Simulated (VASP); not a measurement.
Wanted: the native input for a VASP 6.6.1 run.

* Task: single point
* Functional: PBEsol
* Potentials or basis: VASP PAW PBE potentials, release 64 (Mo_sv)
* Cutoff: 400 eV
* k mesh: 8 × 12 × 1
* Occupations: methfessel-paxton, width 0.1 eV
* Spin: no spin polarisation
* Dipole correction: yes
* Further INCAR settings: ALGO = Normal; EDIFF = 1e-06; NBANDS = 36; NELMDL = -8

The structure of Mo lies in POSCAR:

```
Mo
1.0
    4.4257183030      0.0000000000      0.0000000000
    0.0000000000      2.7101878970      0.0000000000
    0.0000000000      0.0000000000     19.8327844800
Mo
4
Direct
    0.0000000000      0.0000000000      0.4033725072
    0.5000000000      0.3333333333      0.4677908357
    0.0000000000      0.6666666667      0.5322091643
    0.5000000000      0.0000000000      0.5966274928
```

These files were run (other wordings do the same):

INCAR

```
ALGO = Normal
DIPOL = 0.5 0.5 0.500
EDIFF = 1E-6
ENCUT = 400
GGA = PS
GGA_COMPAT = F
IDIPOL = 3
ISIF = 2
ISMEAR = 1
LASPH = T
LCHARG = F
LDIPOL = T
LREAL = F
LWAVE = F
NBANDS = 36
NELM = 120
NELMDL = -8
PREC = Accurate
SIGMA = 0.1
```

KPOINTS

```
k-points
0
Gamma
  8 12 1
```

Potentials or basis: VASP PAW PBE potentials, release 64 (Mo_sv).

Launch:

```console
$ cat potpaw_PBE.64/Mo_sv/POTCAR > POTCAR
$ mpirun -np 1 vasp_std > vasp.out
```

Results of the run:

```json
{"Largest force": "1.918 eV/Å", "Band gap on the k mesh": "zero (bands 28 and 29 overlap by 1.29 eV)"}
```

Caveat: the PAW data sets were made with another functional, which shifts forces and pressure a little.

Run time: 7.7 min on 1 thread of Oxide Virtual Turin-like Processor (shared host), peak memory 0.3 GiB.
